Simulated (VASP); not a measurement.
# BaTiO3 in VASP: further runs

The runs below take BaTiO3 through single point, with PBEsol, LDA+U, RPBE+D3(BJ), BLYP+D3(BJ).

Everything below comes from runs of VASP 6.6.1. Logs are shortened: lines on timing, memory, paths and dates and some standing lists are left out, and cuts for length are marked.

**1. The cell of the first run**

It takes space group R3m (No. 160, trigonal). Conventional cell: a = 5.635 Å, b = 5.635 Å, c = 6.925 Å, α = 90.00°, β = 90.00°, γ = 120.00°. Ba (site symmetry 3m) has 12 O at 2.76 to 2.89 Å and 8 Ti at 3.39 to 3.54 Å within 3.6 Å. Within 2.5 Å of Ti (site symmetry 3m) lie 6 O at 1.88 to 2.12 Å. Within 2.5 Å of O (site symmetry m) lie 2 Ti at 1.88 to 2.12 Å.

**2. Single point, PBEsol**

INCAR

```
PREC     = Accurate       # precision mode
ENCUT    = 520            # plane-wave cutoff, eV
EDIFF    = 1E-6           # SCF threshold, eV
ISMEAR   = -1             # smearing method
SIGMA    = 0.05           # smearing width, eV
LREAL    = F              # projectors in reciprocal space
LASPH    = T              # aspherical terms in the spheres
NELM     = 80             # most SCF steps
ALGO     = Normal         # electronic algorithm
ISIF     = 2              # what is computed and relaxed
LWAVE    = F              # write WAVECAR
LCHARG   = T              # write CHGCAR
GGA      = PS             # functional
LELF     = T              # ELF
LVHAR    = T            
NBANDS   = 51             # bands
```

KPOINTS

```
regular mesh
0
Gamma
  6 6 6
```

POSCAR

```
BaTiO3
1.0
    2.8172980216     -4.8796545602     -0.0000211053
    5.6476070895      0.0075119311     -0.0053766620
    2.8172279925     -1.6265719727      4.6005940662
Ba Ti O
2 2 6
Direct
    1.0052188436      0.9928583130      0.9967007505
    0.5052167355      0.4928576894      0.4967061217
    0.7607309000      0.7262950828      0.7522301829
    0.2607319118      0.2262965432      0.2522277124
   -0.0038640047      0.5138308133      0.9876150407
    0.4961379149      0.0138322440      0.4876112918
    0.5024243465      0.5138319056     -0.0123890008
    1.0024268596      0.0138329157      0.4876087117
    0.4961370455      1.0138335974     -0.0061052607
    0.9961394473      0.5138308956      0.4938944398
```

Potentials or basis: VASP PAW PBE potentials, release 64 (Ba_sv, Ti_sv, O).

On the command line:

```console
$ cat potpaw_PBE.64/Ba_sv/POTCAR potpaw_PBE.64/Ti_sv/POTCAR potpaw_PBE.64/O/POTCAR > POTCAR
$ mpirun -np 1 vasp_std > vasp.out
```

OUTCAR:

```text
PREC = Accurate
   ENCUT = 520
   EDIFF = 1E-6
   ISMEAR = -1
   LREAL = F
   LASPH = T
   NELM = 80
   ISIF = 2
   GGA = PS

 ion  position               nearest neighbor table
   1  0.005  0.993  0.997-   5 2.76   7 2.76  10 2.76   6 2.82   9 2.82   8 2.82   8 2.82   9 2.82
                             6 2.82   7 2.89   5 2.89  10 2.89   3 3.39   4 3.43   4 3.43   4 3.43
   2  0.505  0.493  0.497-   9 2.76   6 2.76   8 2.76   7 2.82   5 2.82  10 2.82   7 2.82  10 2.82
                             5 2.82   8 2.89   6 2.89   9 2.89   4 3.39   3 3.43   3 3.43   3 3.43
   3  0.761  0.726  0.752-   7 1.88   5 1.88  10 1.88   9 2.12   6 2.12   8 2.12   1 3.39   2 3.43
                             2 3.43   2 3.43   1 3.48   1 3.48   1 3.48   2 3.54
   4  0.261  0.226  0.252-   8 1.88   6 1.88   9 1.88  10 2.12   5 2.12   7 2.12   2 3.39   1 3.43
                             1 3.43   1 3.43   2 3.48   2 3.48   2 3.48   1 3.54
   5  0.996  0.514  0.988-   3 1.88   4 2.12   1 2.76   2 2.82   2 2.82   1 2.89
   6  0.496  0.014  0.488-   4 1.88   3 2.12   2 2.76   1 2.82   1 2.82   2 2.89
   7  0.502  0.514  0.988-   3 1.88   4 2.12   1 2.76   2 2.82   2 2.82   1 2.89
   8  0.002  0.014  0.488-   4 1.88   3 2.12   2 2.76   1 2.82   1 2.82   2 2.89
   9  0.496  0.014  0.994-   4 1.88   3 2.12   2 2.76   1 2.82   1 2.82   2 2.89
  10  0.996  0.514  0.494-   3 1.88   4 2.12   1 2.76   2 2.82   2 2.82   1 2.89

  LATTYP: Found a base centered monoclinic cell.
 ALAT       =     9.7593118203
 B/A-ratio  =     0.5773515516
 C/A-ratio  =     0.5786961154
 COS(beta)  =    -0.5760250583

  Lattice vectors:

 A1 = (  -2.8172279925,   1.6265719727,  -4.6005940662)
 A2 = (   0.0000700291,  -3.2530825875,  -4.6006151715)
 A3 = (  -2.8303790970,  -1.6340839038,   4.6059707282)

Analysis of symmetry for initial positions (statically):
=====================================================================
 Subroutine PRICEL returns:
 Original cell was already a primitive cell.

 Routine SETGRP: Setting up the symmetry group for a
 base centered monoclinic supercell.

 Subroutine GETGRP returns: Found  1 space group operations
 (whereof  1 operations were pure point group operations)
 out of a pool of  4 trial point group operations.

The static configuration has the point symmetry C_1 .

Analysis of symmetry for dynamics (positions and initial velocities):
=====================================================================
 Subroutine PRICEL returns:
 Original cell was already a primitive cell.

 Routine SETGRP: Setting up the symmetry group for a
 base centered monoclinic supercell.

[... 132 lines left out ...]
   NUPDOWN=      -1.0000    fix difference up-down
   EMIN   =  10.00;   EMAX   =-10.00  energy-range for DOS
   EFERMI =   0.00;   METHOD = LEGACY
   ISMEAR =    -1;   SIGMA  =   0.05  broadening in eV -4-tet -1-fermi 0-gaus
   EFERMI_NEDOS =   21; number of points for ismear=-14 and -15
   IALGO  =     38    algorithm
   IMIX   =      4    mixing-type and parameters
     AMIX     =   0.40;   BMIX     =  1.00
     AMIX_MAG =   1.60;   BMIX_MAG =  1.00
  volume/ion in A,a.u.               =      12.69        85.66
  Fermi-wavevector in a.u.,A,eV,Ry     =   1.403615  2.652448 26.805329  1.970136
  Thomas-Fermi vector in A             =   2.526259
   LORBIT       =      0    0 simple, 1 ext, 2 COOP (PROOUT), +10 PAW based schemes
   GGA     = PS    functional components
   LHFCALC =     F    Hartree Fock is set to
   AEXX    =    0.0000 exact exchange contribution
   IVDW    =     0    specifies the selected vdW correction
   LEPSILON=     F    determine dielectric tensor
   LRPA    =     F    only Hartree local field effects (RPA)
 non-spin polarized calculation
  energy-cutoff  :      520.00
  volume of cell :      126.93
 maximum number of plane-waves:      3479
 NGX is ok and might be reduce to    42
   NGX = 21   NGY = 21   NGZ = 21

 number of electron      80.0000003 magnetization

 Free energy of the ion-electron system (eV)
  ---------------------------------------------------
  ext. energy  EPLUGINS =         0.00000000
  ---------------------------------------------------
  free energy    TOTEN  =       -84.00651266 eV

  energy without entropy =      -84.00651266  energy(sigma->0) =      -84.00651266

 E-fermi :   4.8958     XC(G=0): -11.5580

 val. band max:        3.7218248342   @ k =   0.0000   0.0000   0.0000
 cond. band min:       5.9800819331   @ k =   0.0000   0.0000   0.0000
 fundamental gap:      2.2582570989
 Fermi energy:         4.8958151528

 k-point     1 :       0.0000    0.0000    0.0000
  band No.  band energies     occupation
      1     -52.3240      2.00000
      2     -52.3206      2.00000
      3     -28.7435      2.00000
      4     -28.7435      2.00000
      5     -28.7374      2.00000
      6     -28.6926      2.00000
[... 1285 lines left out ...]
     50       9.2206      0.00000
     51      10.2841      0.00000

 [... further k-points ...]

------------------------ aborting loop because EDIFF is reached ----------------------------------------

  FORCE on cell =-STRESS in cart. coord.  units (eV):
  Direction    XX          YY          ZZ          XY          YZ          ZX
  --------------------------------------------------------------------------------------
  -------------------------------------------------------------------------------------
  Total        1.5263922      1.5405421      1.5426730     -0.0121795      0.0053250      0.0089577
  in kB       19.2666660     19.4452709     19.4721687     -0.1537340      0.0672140      0.1130671
  external PRESSURE =      19.3947019 kB  Pullay stress =       0.0000000 kB

 VOLUME and BASIS-vectors are now :
 -----------------------------------------------------------------------------
  energy-cutoff  :      520.00
  volume of cell :      126.93
      direct lattice vectors                 reciprocal lattice vectors
     2.817298022 -4.879654560 -0.000021105     0.000203368 -0.204814810 -0.072538233
     5.647607090  0.007511931 -0.005376662     0.176861585  0.102112416 -0.072200722
     2.817227992 -1.626571973  4.600594066     0.000206697  0.000118398  0.217278520

 POSITION                                       TOTAL-FORCE (eV/Angst)
 -----------------------------------------------------------------------------------
      8.42991     -1.63921      4.58008         0.030789      0.017826     -0.012492
      5.60615     -3.26951      2.28248         0.030741      0.017807     -0.012713
      8.36424     -4.93020      3.45678         0.046405      0.026674     -0.018818
      2.72318     -1.68085      1.15918         0.046361      0.026653     -0.018743
      8.49066     -6.46337      4.54083        -0.013950     -0.028454      0.019943
      2.84960     -3.21401      2.24322        -0.013990     -0.028509      0.020054
      7.09973     -4.05422      4.54082        -0.031629      0.002183      0.019975
      1.45866     -0.80487      2.24322        -0.031650      0.002163      0.020028
      4.27592     -4.03751      4.57242        -0.031728     -0.018292     -0.008801
      7.09975     -5.66031      2.26942        -0.031350     -0.018053     -0.008433
 -----------------------------------------------------------------------------------
    total drift:                               -0.001564     -0.001018      0.000581

  FREE ENERGIE OF THE ION-ELECTRON SYSTEM (eV)
  ---------------------------------------------------
  free  energy   TOTEN  =       -84.0065126613 eV

  energy  without entropy=      -84.0065126613  energy(sigma->0) =      -84.00651266
```

Wall time 7.9 min (1 thread of Intel Xeon 6975P-C (Granite Rapids), shared host); peak memory 0.68 GiB.

Results:

```
Free energy            : -84.0065 eV
Pressure               : 1.9 GPa
Largest force          : 0.057 eV/Å
Band gap on the k mesh : 2.26 eV
```

Forces in eV/Å, atoms in the order of the input:
```
Ba   0.031  0.018 -0.012
Ba   0.031  0.018 -0.013
Ti   0.046  0.027 -0.019
Ti   0.046  0.027 -0.019
O   -0.014 -0.028  0.020
O   -0.014 -0.029  0.020
O   -0.032  0.002  0.020
O   -0.032  0.002  0.020
O   -0.032 -0.018 -0.009
O   -0.031 -0.018 -0.008
```

Caveat: the PAW data sets were made with another functional, which shifts forces and pressure a little; spin-orbit coupling is left out, which moves the levels of the heavy elements. A k mesh can miss the band edges.

**3. Single point, LDA+U**

This run uses another cell than the first one, of 12.27 Å³/atom.

INCAR

```
SYSTEM = BaTiO3
PREC = Accurate
ENCUT = 600
EDIFF = 1E-6
ISMEAR = -1
SIGMA = 0.05
LREAL = .FALSE.
LASPH = .TRUE.
NELM = 200
ALGO = Normal
ISIF = 2
LWAVE = .FALSE.
LCHARG = .FALSE.
LMAXMIX = 4
LDAU = .TRUE.
LDAUTYPE = 2
LDAUL = -1 2 -1
LDAUU = 0 1 0
LDAUJ = 0 0 0
LDAUPRINT = 1
NBANDS = 51
GGA_COMPAT = .FALSE.
KPAR = 4
```

KPOINTS

```
Automatic mesh
0
G
  6 6 6
  0 0 0
```

POSCAR

```
BaTiO3
1.0
    2.7875523048     -4.8285115148      0.0001744705
    5.5797927008      0.0027066707     -0.0020990333
    2.7873945044     -1.6097600711      4.5522449745
Ba Ti O
2 2 6
Direct
    1.0041246346      0.9962107974      0.9956079716
    0.5041112581      0.4962035278      0.4956219809
    0.7577457486      0.7353899638      0.7492623709
    0.2577479825      0.2353893977      0.2492597089
   -0.0015974583      0.5096966457      0.9898876245
    0.4984152000      0.0096986547      0.4898672700
    0.5019285607      0.5096864577     -0.0100985787
    1.0019338901      0.0096767665      0.4899054603
    0.4984445682      1.0096764675     -0.0066092819
    0.9984456155      0.5096713211      0.4933954635
```

Potentials or basis: VASP PAW LDA potentials, release 64 (Ba_sv, Ti_sv, O).

On the command line:

```console
$ cat potpaw_LDA.64/Ba_sv/POTCAR potpaw_LDA.64/Ti_sv/POTCAR potpaw_LDA.64/O/POTCAR > POTCAR
$ mpirun -np 4 vasp_std > vasp.out
```

Run time: 3.7 min. Hardware: 4 MPI ranks of Intel Xeon Platinum 8488C (Sapphire Rapids), shared host; peak memory 0.75 GiB.

The run converged. Its results:

```
Free energy            : -86.8850 eV
Pressure               : 2.9 GPa
Largest force          : 0.175 eV/Å
Band gap on the k mesh : 2.09 eV
```

Forces on the atoms (eV/Å):
```
Ba   0.023  0.014 -0.010
Ba   0.024  0.014 -0.010
Ti   0.142  0.083 -0.059
Ti   0.142  0.084 -0.059
O   -0.009 -0.086  0.061
O   -0.009 -0.086  0.061
O   -0.078  0.034  0.060
O   -0.078  0.034  0.060
O   -0.078 -0.045 -0.052
O   -0.078 -0.045 -0.052
```

Levels at points of the mesh, in eV from the valence-band top:
```tsv
k point	band 36	band 37	band 38	band 39	band 40	band 41	band 42	band 43	band 44	band 45
(0.00, 0.00, 0.00)	-0.20	-0.20	-0.01	-0.01	0.00	2.09	2.09	2.16	4.45	4.45
(0.50, 0.00, 0.00)	-0.76	-0.71	-0.71	-0.63	-0.63	3.44	3.44	3.53	3.53	3.57
(0.00, 0.50, 0.00)	-0.75	-0.75	-0.75	-0.63	-0.63	3.53	3.53	3.53	3.53	3.54
(0.50, 0.50, 0.00)	-0.85	-0.84	-0.83	-0.78	-0.10	2.29	3.88	3.92	3.92	3.92
(0.00, 0.00, 0.50)	-0.76	-0.71	-0.71	-0.63	-0.63	3.44	3.44	3.53	3.53	3.57
(0.50, 0.00, 0.50)	-0.85	-0.83	-0.83	-0.77	-0.10	2.29	3.88	3.92	3.92	3.92
(0.00, 0.50, 0.50)	-0.85	-0.84	-0.83	-0.78	-0.10	2.29	3.88	3.92	3.92	3.92
(0.50, 0.50, 0.50)	-0.76	-0.71	-0.71	-0.63	-0.63	3.44	3.44	3.53	3.53	3.57
```

Eigenvalues of the final occupation matrices:
```csv
site,spin,trace,eigenvalues
site 3 d,1,0.90,0.13 0.13 0.13 0.26 0.26
site 3 d,2,0.90,0.13 0.13 0.13 0.26 0.26
site 4 d,1,0.90,0.13 0.13 0.13 0.26 0.26
site 4 d,2,0.90,0.13 0.13 0.13 0.26 0.26
```

Caveat: spin-orbit coupling is left out, which moves the levels of the heavy elements.

**4. Single point, RPBE+D3(BJ)**

This run uses another cell than the first one, of 11.50 Å³/atom.

INCAR

```
PREC = Accurate ; ENCUT = 520
EDIFF = 1E-7 ; ISMEAR = -1
SIGMA = 0.05 ; LREAL = False
LASPH = True ; NELM = 60
ALGO = Normal ; ISIF = 2
LWAVE = False ; LCHARG = True
GGA = RP ; IVDW = 12
LELF = True ; LVHAR = True
NBANDS = 51
```

KPOINTS

```
Automatic mesh
0
Gamma
  6 6 6
```

POSCAR

```
BaTiO3
1.0
    2.7291175499     -4.7269626947      0.0000236285
    5.4582064997     -0.0000165123     -0.0000004558
    2.7291076430     -1.5756823117      4.4566262693
Ba Ti O
2 2 6
Direct
    1.0021229736      1.0021375235      0.9936114256
    0.5021218578      0.5021352106      0.4936131400
    0.7521073423      0.7521497983      0.7436118549
    0.2520979930      0.2521623844      0.2436106849
    0.0021471764      0.5021246173      0.9936044787
    0.5021258146      0.0021114039      0.4936159221
    0.5021500930      0.5021118131     -0.0063828216
    1.0021368667      0.0021205514      0.4936004910
    0.5021421510      1.0021260857     -0.0063957724
    1.0021477317      0.5021206119      0.4936105868
```

Potentials or basis: VASP PAW PBE potentials, release 64 (Ba_sv, Ti_sv, O).

On the command line:

```console
$ cat potpaw_PBE.64/Ba_sv/POTCAR potpaw_PBE.64/Ti_sv/POTCAR potpaw_PBE.64/O/POTCAR > POTCAR
$ mpirun -np 1 vasp_std > vasp.out
```

It took 15 min on 1 thread of Intel Xeon Platinum 8259CL at 2.50GHz (Skylake/Cascade Lake), shared host; peak memory 0.65 GiB.

It converged, with:

```
Free energy                : -92.3522 eV
Pressure                   : 2.7 GPa
Band gap on the k mesh     : 1.99 eV
Dispersion energy per atom : -1.830 eV
```

Levels at points of the mesh, in eV from the valence-band top:
```
           k point  band 37  band 38  band 39  band 40  band 41  band 42  band 43  band 44
(0.00, 0.00, 0.00)    -0.02     0.00     0.00     0.00     1.99     1.99     1.99     4.66
(0.50, 0.00, 0.00)    -0.74    -0.74    -0.67    -0.67     3.67     3.67     3.67     3.67
(0.00, 0.50, 0.00)    -0.74    -0.74    -0.67    -0.67     3.67     3.67     3.67     3.67
(0.00, 0.00, 0.50)    -0.74    -0.74    -0.67    -0.67     3.67     3.67     3.67     3.67
(0.50, 0.50, 0.50)    -0.74    -0.74    -0.67    -0.67     3.67     3.67     3.67     3.67
(0.50, 0.50, 0.00)    -0.78    -0.69    -0.69    -0.11     2.21     4.08     4.08     4.09
(0.00, 0.50, 0.50)    -0.78    -0.69    -0.69    -0.11     2.21     4.08     4.08     4.09
(0.50, 0.00, 0.50)    -0.78    -0.69    -0.69    -0.11     2.21     4.08     4.08     4.09
```

Caveat: the PAW data sets were made with another functional, which shifts forces and pressure a little; spin-orbit coupling is left out, which moves the levels of the heavy elements. RPBE gaps usually lie below the measured ones, often by a third to a half.

**5. Single point, BLYP+D3(BJ)**

This run uses another cell than the first one, of 13.07 Å³/atom.

INCAR

```
SYSTEM = BaTiO3
  PREC = Accurate
  ENCUT = 520
  EDIFF = 1E-6
  ISMEAR = -1
  SIGMA = 0.05
  LREAL = .False.
  LASPH = .True.
  NELM = 100
  ALGO = Normal
  ISIF = 2
  LWAVE = .False.
  LCHARG = .True.
  GGA = B5
  ALDAX = 1.0
  AGGAX = 1.0
  AGGAC = 1.0
  ALDAC = 0.0
  IVDW = 12
  VDW_S6 = 1.0
  VDW_S8 = 2.6996
  VDW_A1 = 0.4298
  VDW_A2 = 4.2359
  LELF = .True.
  LVHAR = .True.
  NBANDS = 51
```

KPOINTS

```
regular mesh
0
Gamma
  6 6 6
  0 0 0
```

POSCAR

```
BaTiO3
1.0
    2.8434646875     -4.9247000627     -0.0001306462
    5.7049062069      0.0103789287     -0.0076931681
    2.8431511687     -1.6416240425      4.6429759519
Ba Ti O
2 2 6
Direct
    1.0056616448      0.9914718738      0.9971769552
    0.5056614559      0.4914715093      0.4971782545
    0.7618259928      0.7229169138      0.7533781927
    0.2618253652      0.2229160285      0.2533770262
   -0.0047956777      0.5154219499      0.9866589960
    0.4951962805      0.0154173835      0.4866629102
    0.5027586429      0.5154211187     -0.0133468355
    1.0027534384      0.0154259591      0.4866461589
    0.4952062263      1.0154187467     -0.0058151492
    0.9952066310      0.5154185168      0.4941834810
```

On the command line:

```console
$ cat potpaw_PBE.64/Ba_sv/POTCAR potpaw_PBE.64/Ti_sv/POTCAR potpaw_PBE.64/O/POTCAR > POTCAR
$ mpirun -np 1 vasp_std > vasp.out
```

Run time: 15 min. Hardware: 1 thread of Oxide Virtual Turin-like, shared host; peak memory 0.66 GiB.

Results (log left out):

* Free energy: -82.2831 eV
* Pressure: 1.9 GPa
* Largest force: 0.131 eV/Å
* Band gap on the k mesh: 2.39 eV
* Dispersion energy per atom: -0.602 eV

Forces in eV/Å, atoms in the order of the input:
```
Ba   0.032  0.018 -0.013
Ba   0.032  0.018 -0.013
Ti   0.107  0.061 -0.044
Ti   0.107  0.061 -0.044
O   -0.012 -0.066  0.047
O   -0.012 -0.066  0.047
O   -0.063  0.022  0.047
O   -0.063  0.022  0.047
O   -0.063 -0.036 -0.037
O   -0.063 -0.036 -0.037
```

Levels at points of the mesh, in eV from the valence-band top:
```csv
k point,band 38,band 39,band 40,band 41,band 42,band 43
"(0.00, 0.00, 0.00)",-0.02,-0.02,0.00,2.39,2.39,2.53
"(0.50, 0.00, 0.00)",-0.64,-0.57,-0.57,3.22,3.22,3.46
"(0.00, 0.50, 0.00)",-0.74,-0.53,-0.53,3.42,3.42,3.44
"(0.50, 0.50, 0.00)",-0.83,-0.82,-0.09,2.54,3.66,3.74
"(0.00, 0.00, 0.50)",-0.64,-0.57,-0.57,3.22,3.22,3.46
"(0.50, 0.00, 0.50)",-0.83,-0.82,-0.09,2.54,3.66,3.74
"(0.00, 0.50, 0.50)",-0.83,-0.82,-0.09,2.54,3.66,3.74
"(0.50, 0.50, 0.50)",-0.64,-0.57,-0.57,3.22,3.22,3.46
```

Caveat: the PAW data sets were made with another functional, which shifts forces and pressure a little; spin-orbit coupling is left out, which moves the levels of the heavy elements. A k mesh can miss the band edges.

**6. Overview**

```tsv
level	potentials or basis	U	cell	cutoff (eV)	gap on the mesh (eV)	pressure (GPa)	largest force (eV/Å)
PBEsol	VASP PAW PBE potentials, release 64 (Ba_sv, Ti_sv, O)	-	a = 5.635, b = 5.648 Å, angles 60.1, 60.0, 60.1°, 10 atoms, atomic positions A	520	2.26	1.9	0.06
LDA+U	VASP PAW LDA potentials, release 64 (Ba_sv, Ti_sv, O)	Ti d U = 1.0 eV	a = 5.575, b = 5.580 Å, angles 60.0°, 10 atoms, atomic positions B	600	2.09	2.9	0.17
RPBE+D3(BJ)	VASP PAW PBE potentials, release 64 (Ba_sv, Ti_sv, O)	-	a = 5.458 Å, angles 60.0°, 10 atoms, atomic positions C	520	1.99	2.7	-
BLYP+D3(BJ)	VASP PAW PBE potentials, release 64 (Ba_sv, Ti_sv, O)	-	a = 5.687, b = 5.705 Å, angles 60.1, 60.0, 60.1°, 10 atoms, atomic positions D	520	2.39	1.9	0.13
```

Alike in all rows: task single point; no spin polarisation; k mesh 6 × 6 × 6; smearing fermi-dirac 0.05 eV.

Caveats: spin-orbit coupling is left out, which moves the levels of the heavy elements; the PAW data sets were made with another functional, which shifts forces and pressure a little (at least some runs).

Total energies depend on the potentials used, so only differences within one code and one set of settings carry meaning.
